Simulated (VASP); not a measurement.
Input of a VASP 6.6.1 run:

POSCAR

```
C
1.0
    0.0000000000      1.6310732233      2.1203951903
    1.6310732233      0.0000000000      2.1203951903
    1.6310732233      1.6310732233      0.0000000000
C
2
Direct
    0.5000000000      0.5000000000      0.5000000000
    0.7500000000      0.7500000000      0.7500000000
```

The input INCAR.step1:

```
SYSTEM = C
PREC = Accurate ; ENCUT = 520
ISMEAR = 0 ; SIGMA = 0.05
LREAL = .FALSE. ; LASPH = .TRUE.
NELM = 100 ; NBANDS = 11
GGA = PE ; ALGO = Normal
EDIFF = 1E-4 ; LWAVE = .TRUE.
LCHARG = .FALSE.
```

File INCAR.step2:

```
SYSTEM = C
PREC = Accurate ; ENCUT = 520
EDIFF = 1E-6 ; ISMEAR = 0
SIGMA = 0.05 ; LREAL = .FALSE.
LASPH = .TRUE. ; NELM = 100
ALGO = Normal ; ISIF = 2
LWAVE = .FALSE. ; LCHARG = .TRUE.
METAGGA = R2SCAN ; LMIXTAU = .TRUE.
LELF = .TRUE. ; LVHAR = .TRUE.
NBANDS = 11 ; ISTART = 1
```

File KPOINTS:

```
Automatic mesh
0
G
  12 12 12
  0 0 0
```

Potentials or basis: VASP PAW PBE potentials, release 64 (C).

Launch:

```console
$ cat potpaw_PBE.64/C/POTCAR > POTCAR
$ cp INCAR.step1 INCAR
$ mpirun -np 1 vasp_std > vasp.out
$ cp INCAR.step2 INCAR
$ mpirun -np 1 vasp_std > vasp.out
```

Problem. Estimate the pressure.

Solution. 5.5 GPa.

Problem. Predict the band gap on the k mesh.

Solution. 0.91 eV, indirect (least direct gap 2.95 eV).

Stress tensor (GPa, compression positive):
```
 112.37    0.00    0.00
   0.00  112.37    0.00
   0.00    0.00 -208.38
```

Caveat: the PAW data sets were made with another functional, which shifts forces and pressure a little. A k mesh can miss the band edges.
